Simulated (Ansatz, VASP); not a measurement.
# One calculation of Cu, two programs

File POSCAR:

```
Cu
1.0
   -1.5149329860      1.5149329860      1.3416794138
    1.5149329860     -1.5149329860      1.3416794138
    1.5149329860      1.5149329860     -1.3416794138
Cu
1
Direct
    0.0000000000      0.0000000000      0.0000000000
```

File INCAR.step1:

```
PREC = Accurate
ENCUT = 520
ISMEAR = 0
SIGMA = 0.15
LREAL = F
LASPH = T
NELM = 100
NBANDS = 12
GGA = PE
ALGO = Normal
EDIFF = 1E-4
LWAVE = T
LCHARG = F
```

File INCAR.step2:

```
PREC = Accurate
ENCUT = 520
EDIFF = 1E-7
ISMEAR = 0
SIGMA = 0.15
LREAL = F
LASPH = T
NELM = 100
ALGO = Normal
ISIF = 2
LWAVE = F
LCHARG = F
METAGGA = R2SCAN
LMIXTAU = T
NBANDS = 12
ISTART = 1
```

Contents of KPOINTS:

```
regular mesh
0
Gamma
  24 24 24
```

Input for Ansatz:

```yaml
crystal:
  lattice:
    - [-1.514932986, 1.514932986, 1.3416794138]
    - [1.514932986, -1.514932986, 1.3416794138]
    - [1.514932986, 1.514932986, -1.3416794138]
  atoms:
    - { symbol: Cu, position: [0.0, 0.0, 0.0] }
basis:
  ecutwfc: 500
kpoints:
  mp_grid: { grid: [24, 24, 24] }
hamiltonian:
  xc: r2scan
scf:
  occupations: { method: gaussian, width: 0.15 }
output:
  forces: true
  stress: true
  eigenvalues: true
```

Change from the starting cell: strain +0.050 along x and y, -0.025 along z, atoms carried along.

Alike in both runs: task single point; functional r2SCAN; k mesh 24 × 24 × 24; occupations gaussian, width 0.15 eV; no spin polarisation.

|  | VASP | Ansatz |
| --- | --- | --- |
| version | VASP 6.6.1 | Ansatz 0.2.0 |
| potentials or method | VASP PAW PBE potentials, release 64 (Cu), cutoff 520 eV | scalar-relativistic, plane waves, PAW |
| valence electrons in the cell | 11 | 19 |

Ansatz gave:

| Quantity | Value |
| --- | --- |
| gap on the k mesh at the Fermi level (eV) | none |
| pressure (GPa) | -9.1 |
| traceless stress, the component that is largest in VASP (GPa) | 0.80 |

Which values does VASP return?

gap on the k mesh at the Fermi level (eV): none; pressure (GPa): -8.5; traceless stress, the component that is largest in VASP (GPa): 0.83.

VASP's potentials were made for PBE, not for r2SCAN. A gap of «none» marks a metal or a gap that the smearing closes. VASP's potentials hold 11 valence electrons a cell and Ansatz's 19, so a difference there can come from the potentials and not from the codes.
